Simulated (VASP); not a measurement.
Sn:

```
CELL_PARAMETERS angstrom
2.80235 -4.74947 0.00000
2.80235 4.74947 0.00000
0.00000 0.00000 5.61216
ATOMIC_POSITIONS crystal
Sn 0.15250 0.84750 0.07850
Sn 0.65250 0.34750 0.42150
Sn 0.84750 0.15250 0.92150
Sn 0.34750 0.65250 0.57850
```

```yaml
Program: VASP 6.6.1
Task: relaxation of cell and atoms
Functional: PBEsol
Potentials_or_basis: VASP PAW PBE potentials, release 64 (Sn_d)
Cutoff: 600 eV
k_mesh: 4 × 4 × 4
Occupations: gaussian, width 0.1 eV
Spin: no spin polarisation
```

At the start: pressure -5.5 GPa; volume 37.35 Å³/atom.

Q: How do energy, volume and symmetry change on relaxing?

A: Over 16 steps the energy falls by 159.6 meV/atom and the volume is 31.20 Å³/atom (-16.5 %); space group Cmce (No. 64, to 0.05 Å).

Step by step:
```
step  energy change (eV)  largest force (eV/Å)  pressure (GPa)  volume (Å³)
   1              0.0000                0.6356           -5.50       149.39
   2             -0.5871                0.3421            0.36       123.36
   3             -0.5871                0.3454            0.30       123.45
   4             -0.6086                0.1499            0.26       123.89
   5             -0.6135                0.0838            0.24       124.21
   6             -0.6183                0.0827           -0.19       125.23
   7             -0.6194                0.0921           -0.50       126.04
   8             -0.6220                0.0955           -0.44       125.88
   9             -0.6246                0.1033           -0.34       125.58
  10             -0.6235                0.1184           -0.11       124.97
  11             -0.6251                0.1107           -0.26       125.34
  12             -0.6300                0.0834            0.02       124.57
  13             -0.6329                0.0535            0.51       123.32
  14             -0.6369                0.0282            0.24       124.06
  15             -0.6375                0.0224            0.07       124.49
  16             -0.6383                0.0103           -0.07       124.80
```

Final structure:
```yaml
crystal:
  lattice:
    - [2.68014, -4.40056, 0.00000]
    - [2.68014, 4.40056, 0.00000]
    - [0.00000, 0.00000, 5.29099]
  atoms:
    - { symbol: Sn, position: [0.15959, 0.84041, 0.09512] }
    - { symbol: Sn, position: [0.65959, 0.34041, 0.40488] }
    - { symbol: Sn, position: [0.84041, 0.15959, 0.90488] }
    - { symbol: Sn, position: [0.34041, 0.65959, 0.59512] }
```

Caveat: the volume moved by over 15 % at a fixed basis, so the end points are rough; the PAW data sets were made with another functional, which shifts forces and pressure a little.
